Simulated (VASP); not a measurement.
# BaTiO3 (R3m) in VASP: settings compared, part 2 of 3

VASP 6.6.1. Earlier steps stand in the parts before.

**3. Single point, PBEsol**

This run uses another cell than the first one, of 12.72 Å³/atom, 1.027 times its volume.

File INCAR:

```
SYSTEM = BaTiO3
PREC = Accurate ; ENCUT = 520
EDIFF = 1E-6 ; ISMEAR = 0
SIGMA = 0.01 ; LREAL = .False.
LASPH = .True. ; NELM = 60
ALGO = Normal ; ISIF = 2
LWAVE = .False. ; LCHARG = .True.
GGA = PS ; LELF = .True.
LVHAR = .True. ; NBANDS = 28
```

File KPOINTS:

```
Automatic mesh
0
Gamma
  4 4 4
  0 0 0
```

File POSCAR:

```
BaTiO3
1.0
    2.8185043947      1.6272642710      2.3110542002
   -2.8185043947      1.6272642710      2.3110542002
    0.0000000000     -3.2545285419      2.3110542002
Ba Ti O
1 1 3
Direct
   -0.0030252973     -0.0030252973     -0.0030252973
    0.4852047413      0.4852047413      0.4852047413
    0.5102471674      0.5102471674      0.0165262212
    0.0165262212      0.5102471674      0.5102471674
    0.5102471674      0.0165262212      0.5102471674
```

Potentials or basis: VASP PAW PBE potentials, release 64 (Ba_sv, Ti_sv, O).

Command:

```bash
> cat potpaw_PBE.64/Ba_sv/POTCAR potpaw_PBE.64/Ti_sv/POTCAR potpaw_PBE.64/O/POTCAR > POTCAR
> mpirun -np 1 vasp_std > vasp.out
```

OUTCAR:

```text
SYSTEM = BaTiO3
   PREC = Accurate
   ENCUT = 520
   EDIFF = 1E-6
   ISMEAR = 0
   LREAL = .False.
   LASPH = .True.
   NELM = 60
   ISIF = 2
   GGA = PS

 ion  position               nearest neighbor table
   1  0.997  0.997  0.997-   4 2.75   5 2.75   3 2.75   5 2.82   4 2.82   4 2.82   5 2.82   3 2.82
                             3 2.82   4 2.90   5 2.90   3 2.90   2 3.38   2 3.43   2 3.43   2 3.43
   2  0.485  0.485  0.485-   3 1.88   4 1.88   5 1.88   3 2.13   4 2.13   5 2.13   1 3.38   1 3.43
                             1 3.43   1 3.43   1 3.48   1 3.48   1 3.48   1 3.55
   3  0.510  0.510  0.017-   2 1.88   2 2.13   1 2.75   1 2.82   1 2.82   1 2.90
   4  0.017  0.510  0.510-   2 1.88   2 2.13   1 2.75   1 2.82   1 2.82   1 2.90
   5  0.510  0.017  0.510-   2 1.88   2 2.13   1 2.75   1 2.82   1 2.82   1 2.90

  LATTYP: Found a trigonal (rhomboedric) cell.
 ALAT       =     3.9916071383
 COS(alpha) =     0.0028239318

  Lattice vectors:

 A1 = (   2.8185043947,   1.6272642710,   2.3110542002)
 A2 = (  -2.8185043947,   1.6272642710,   2.3110542002)
 A3 = (   0.0000000000,  -3.2545285419,   2.3110542002)

Analysis of symmetry for initial positions (statically):
=====================================================================
 Subroutine PRICEL returns:
 Original cell was already a primitive cell.

 Routine SETGRP: Setting up the symmetry group for a
 trigonal (rhombohedral) supercell.

 Subroutine GETGRP returns: Found  6 space group operations
 (whereof  6 operations were pure point group operations)
 out of a pool of 12 trial point group operations.

The static configuration has the point symmetry C_3v.

Analysis of symmetry for dynamics (positions and initial velocities):
=====================================================================
 Subroutine PRICEL returns:
 Original cell was already a primitive cell.

 Routine SETGRP: Setting up the symmetry group for a
 trigonal (rhombohedral) supercell.

 Subroutine GETGRP returns: Found  6 space group operations
 (whereof  6 operations were pure point group operations)
 out of a pool of 12 trial point group operations.

The dynamic configuration has the point symmetry C_3v.

 Subroutine INISYM returns: Found  6 space group operations
 (whereof  6 operations are pure point group operations),
 and found     1 'primitive' translations

----------------------------------------------------------------------------------------

                                     Primitive cell

  volume of cell :      63.5972

  direct lattice vectors                    reciprocal lattice vectors
     2.818504395  1.627264271  2.311054200     0.177399049  0.102421389  0.144234321
    -2.818504395  1.627264271  2.311054200    -0.177399049  0.102421389  0.144234321
     0.000000000 -3.254528542  2.311054200     0.000000000 -0.204842778  0.144234321

  length of vectors
     3.991607138  3.991607138  3.991607138     0.250527649  0.250527649  0.250527649

  position of ions in fractional coordinates (direct lattice)
     0.996974703  0.996974703  0.996974703
     0.485204741  0.485204741  0.485204741
     0.510247167  0.510247167  0.016526221
     0.016526221  0.510247167  0.510247167
     0.510247167  0.016526221  0.510247167

  ion indices of the primitive-cell ions
[... 39 lines left out ...]
  0.500000  0.250000  0.000000     12.000000
 -0.250000  0.250000  0.000000      6.000000
  0.500000  0.500000  0.000000      3.000000
  0.250000  0.250000  0.250000      2.000000
  0.500000  0.250000  0.250000      6.000000
 -0.250000  0.250000  0.250000      6.000000
  0.500000  0.500000  0.250000      6.000000
 -0.250000  0.500000  0.250000      6.000000
  0.500000  0.500000  0.500000      1.000000
   k-points           NKPTS =     13   k-points in BZ     NKDIM =     13   number of bands    NBANDS=     28
   number of dos      NEDOS =    301   number of ions     NIONS =      5
   total plane-waves  NPLWV =  27000
   dimension x,y,z NGX =    30 NGY =   30 NGZ =   30
   dimension x,y,z NGXF=    60 NGYF=   60 NGZF=   60
   ions per type =               1   1   3
   NGX,Y,Z   is equivalent  to a cutoff of  12.49, 12.49, 12.49 a.u.
   NGXF,Y,Z  is equivalent  to a cutoff of  24.99, 24.99, 24.99 a.u.
 SYSTEM =  BaTiO3
   PREC   = accura    normal or accurate (medium, high low for compatibility)
   ISTART =      0    job   : 0-new  1-cont  2-samecut
   ICHARG =      2    charge: 1-file 2-atom 10-const
   ISPIN  =      1    spin polarized calculation?
   LNONCOLLINEAR =      F non collinear calculations
   LSORBIT =      F    spin-orbit coupling
   LASPH  =      T    aspherical Exc in radial PAW
   ENCUT  =  520.0 eV  38.22 Ry    6.18 a.u.   7.42  7.42  7.42*2*pi/ulx,y,z
   NELM   =     60;   NELMIN=  2; NELMDL= -5     # of ELM steps
   EDIFF  = 0.1E-05   stopping-criterion for ELM
   LREAL  =      F    real-space projection
   EDIFFG = 0.1E-04   stopping-criterion for IOM
   NSW    =      0    number of steps for IOM
   IBRION =     -1    ionic relax: 0-MD 1-quasi-New 2-CG
   NFREE  =      0    steps in history (QN), initial steepest desc. (CG)
   ISIF   =      2    stress and relaxation
   ISYM   =      2    0-nonsym 1-usesym 2-fastsym
   POTIM  = 0.5000    time-step for ionic-motion
   TEBEG  =    0.0;   TEEND  =   0.0 temperature during run
   PSTRESS=    0.0 pullay stress
   NELECT =      40.0000    total number of electrons
   NUPDOWN=      -1.0000    fix difference up-down
   EMIN   =  10.00;   EMAX   =-10.00  energy-range for DOS
   EFERMI =   0.00;   METHOD = LEGACY
   ISMEAR =     0;   SIGMA  =   0.01  broadening in eV -4-tet -1-fermi 0-gaus
   EFERMI_NEDOS =   21; number of points for ismear=-14 and -15
   IALGO  =     38    algorithm
   IMIX   =      4    mixing-type and parameters
     AMIX     =   0.40;   BMIX     =  1.00
     AMIX_MAG =   1.60;   BMIX_MAG =  1.00
  volume/ion in A,a.u.               =      12.72        85.84
  Fermi-wavevector in a.u.,A,eV,Ry     =   1.402648  2.650621 26.768402  1.967422
  Thomas-Fermi vector in A             =   2.525389
   LORBIT       =      0    0 simple, 1 ext, 2 COOP (PROOUT), +10 PAW based schemes
   GGA     = PS    functional components
   LHFCALC =     F    Hartree Fock is set to
   AEXX    =    0.0000 exact exchange contribution
   IVDW    =     0    specifies the selected vdW correction
   LEPSILON=     F    determine dielectric tensor
   LRPA    =     F    only Hartree local field effects (RPA)
 non-spin polarized calculation
 Gauss-broadening in eV      SIGMA  =   0.01
  energy-cutoff  :      520.00
  volume of cell :       63.60
 maximum number of plane-waves:      1743
 NGX is ok and might be reduce to    30
   NGX = 15   NGY = 15   NGZ = 15

 number of electron      39.9999994 magnetization

 Free energy of the ion-electron system (eV)
  ---------------------------------------------------
  ext. energy  EPLUGINS =         0.00000000
  ---------------------------------------------------
  free energy    TOTEN  =       -42.00040218 eV

  energy without entropy =      -42.00040218  energy(sigma->0) =      -42.00040218

 E-fermi :   3.8986     XC(G=0): -11.5451

 val. band max:        3.6987174322   @ k =   0.5000   0.5000   0.5000
 cond. band min:       6.0274773182   @ k =   0.0000   0.0000   0.0000
 fundamental gap:      2.3287598861
 Fermi energy:         3.8985965184

 k-point     1 :       0.0000    0.0000    0.0000
  band No.  band energies     occupation
      1     -52.3171      2.00000
      2     -28.6905      2.00000
      3     -28.6905      2.00000
      4     -28.6824      2.00000
      5     -21.0235      2.00000
      6     -13.0746      2.00000
[... 392 lines left out ...]
     27      11.8839      0.00000
     28      11.8839      0.00000

------------------------ aborting loop because EDIFF is reached ----------------------------------------

  FORCE on cell =-STRESS in cart. coord.  units (eV):
  Direction    XX          YY          ZZ          XY          YZ          ZX
  --------------------------------------------------------------------------------------
  -------------------------------------------------------------------------------------
  Total        0.7778889      0.7778889      0.7486072     -0.0000000      0.0000000      0.0000000
  in kB       19.5970171     19.5970171     18.8593365     -0.0000000      0.0000000      0.0000000
  external PRESSURE =      19.3511235 kB  Pullay stress =       0.0000000 kB

 VOLUME and BASIS-vectors are now :
 -----------------------------------------------------------------------------
  energy-cutoff  :      520.00
  volume of cell :       63.60
      direct lattice vectors                 reciprocal lattice vectors
     2.818504395  1.627264271  2.311054200     0.177399049  0.102421389  0.144234321
    -2.818504395  1.627264271  2.311054200    -0.177399049  0.102421389  0.144234321
     0.000000000 -3.254528542  2.311054200     0.000000000 -0.204842778  0.144234321

 POSITION                                       TOTAL-FORCE (eV/Angst)
 -----------------------------------------------------------------------------------
      0.00000      0.00000      6.91219         0.000000      0.000000      0.042717
      0.00000      0.00000      3.36400         0.000000      0.000000      0.060973
      0.00000      1.60683      2.39661         0.000000      0.021389     -0.034563
     -1.39155     -0.80341      2.39661        -0.018524     -0.010695     -0.034563
      1.39155     -0.80341      2.39661         0.018524     -0.010695     -0.034563
 -----------------------------------------------------------------------------------
    total drift:                               -0.000000      0.000001     -0.000491

  FREE ENERGIE OF THE ION-ELECTRON SYSTEM (eV)
  ---------------------------------------------------
  free  energy   TOTEN  =       -42.0004021790 eV

  energy  without entropy=      -42.0004021790  energy(sigma->0) =      -42.00040218
```

Wall time 36 s (1 thread of AMD EPYC 7R13, shared host); peak memory 0.15 GiB.

What came out:

```
Free energy            : -42.0004 eV
Pressure               : 1.9 GPa
Largest force          : 0.061 eV/Å
Band gap on the k mesh : 2.33 eV, indirect (least direct gap 2.71 eV)
```

Forces in eV/Å, atoms in the order of the input:
```
Ba   0.000  0.000  0.043
Ti   0.000  0.000  0.061
O    0.000  0.021 -0.035
O   -0.019 -0.011 -0.035
O    0.019 -0.011 -0.035
```

Levels at points of the mesh, in eV from the valence-band top:
```tsv
k point	band 17	band 18	band 19	band 20	band 21	band 22	band 23	band 24
(0.00, 0.00, 0.00)	-1.10	-0.53	-0.38	-0.38	2.33	2.33	2.49	4.54
(0.50, 0.00, 0.00)	-1.79	-1.67	-0.97	-0.83	2.52	3.80	3.91	4.51
(0.50, 0.50, 0.00)	-1.63	-0.89	-0.85	-0.10	3.87	3.88	4.21	5.11
(0.50, 0.50, 0.50)	-2.34	-0.02	-0.02	0.00	4.36	4.51	4.51	6.58
```

Caveat: the PAW data sets were made with another functional, which shifts forces and pressure a little; spin-orbit coupling is left out, which moves the levels of the heavy elements. A hybrid or GW would open this gap; PBEsol tends to underestimate it.

(Part 2 of 3 ends here.)
